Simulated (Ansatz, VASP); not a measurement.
**Si in VASP and in Ansatz**

```
Si
1.0
     2.55445    0.00000    0.00000
    -1.27722    2.21221    0.00000
     0.00000    0.00000    4.30886
Si
2
Direct
  0.33333 0.66667 0.25000
  0.66667 0.33333 0.75000
```

Alike in both runs: task single point; functional LDA; k mesh 15 × 15 × 8; occupations fermi-dirac, width 0.1 eV; no spin polarisation.

```csv
,VASP,Ansatz
version,VASP 6.6.1,Ansatz 0.2.0
potentials or method,"VASP PAW LDA potentials, release 64 (Si), cutoff 520 eV","plane waves (420 eV) with PAW, scalar-relativistic"
valence electrons in the cell,8,8
```

Ansatz gave:

| Item | Value |
| --- | --- |
| pressure (GPa) | 15.7 |
| traceless stress, the component that is largest in VASP (GPa) | 0.62 |

Problem. Estimate VASP's values.

Solution. Pressure (GPa): 15.8; traceless stress, the component that is largest in VASP (GPa): 0.65.

Ansatz warns that its potentials were made for another functional, while VASP's fit it. LDA's correlation is that of Perdew and Zunger in VASP and of Perdew and Wang (1992) in Ansatz.
